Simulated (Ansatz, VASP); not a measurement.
CoSi2: VASP beside Ansatz

The input INCAR:

```
PREC     = Accurate       # precision mode
ENCUT    = 520            # plane-wave cutoff, eV
EDIFF    = 1E-6           # SCF threshold, eV
ISMEAR   = 0              # smearing method
SIGMA    = 0.1            # smearing width, eV
LREAL    = F              # projectors in reciprocal space
LASPH    = T              # aspherical terms in the spheres
NELM     = 80             # most SCF steps
ALGO     = Normal         # electronic algorithm
ISIF     = 2              # what is computed and relaxed
LWAVE    = F              # write WAVECAR
LCHARG   = F              # write CHGCAR
GGA      = PE             # functional
NBANDS   = 16             # bands
```

File KPOINTS:

```
Automatic mesh
0
Gamma
  14 14 14
```

POSCAR

```
CoSi2
1.0
    0.0000000000      2.7664301236      2.7664301236
    2.7664301236      0.0000000000      2.7664301236
    2.7664301236      2.7664301236      0.0000000000
Co Si
1 2
Direct
    0.0000000000      0.0000000000      0.0000000000
    0.2500000000      0.2500000000      0.2500000000
    0.7500000000      0.7500000000      0.7500000000
```

Input for Ansatz:

```yaml
crystal:
  lattice:
    - [0.0, 2.7664301236, 2.7664301236]
    - [2.7664301236, 0.0, 2.7664301236]
    - [2.7664301236, 2.7664301236, 0.0]
  atoms:
    - { symbol: Co, position: [0.0, 0.0, 0.0] }
    - { symbol: Si, position: [0.25, 0.25, 0.25] }
    - { symbol: Si, position: [0.75, 0.75, 0.75] }
basis:
  ecutwfc: 420
kpoints:
  mp_grid: { grid: [14, 14, 14] }
hamiltonian:
  xc: pbe
scf:
  occupations: { method: gaussian, width: 0.1 }
output:
  forces: true
  stress: true
  eigenvalues: true
```

Alike in both runs: task single point; functional PBE; k mesh 14 × 14 × 14; occupations gaussian, width 0.1 eV; no spin polarisation.

|  | VASP | Ansatz |
| --- | --- | --- |
| version | VASP 6.6.1 | Ansatz 0.2.0 |
| potentials or method | VASP PAW PBE potentials, release 64 (Co, Si), cutoff 520 eV | scalar-relativistic, plane waves, PAW |
| valence electrons in the cell | 17 | 25 |

Ansatz gave:

* gap on the k mesh at the Fermi level (eV): none
* pressure (GPa): -13.5

Estimate VASP's values.

gap on the k mesh at the Fermi level (eV): none; pressure (GPa): -13.7.

A gap of «none» marks a metal or a gap that the smearing closes. With one functional, cell and mesh, what is left measures potentials, basis and numerics. VASP's potentials hold 17 valence electrons a cell and Ansatz's 25, so a difference there can come from the potentials and not from the codes.
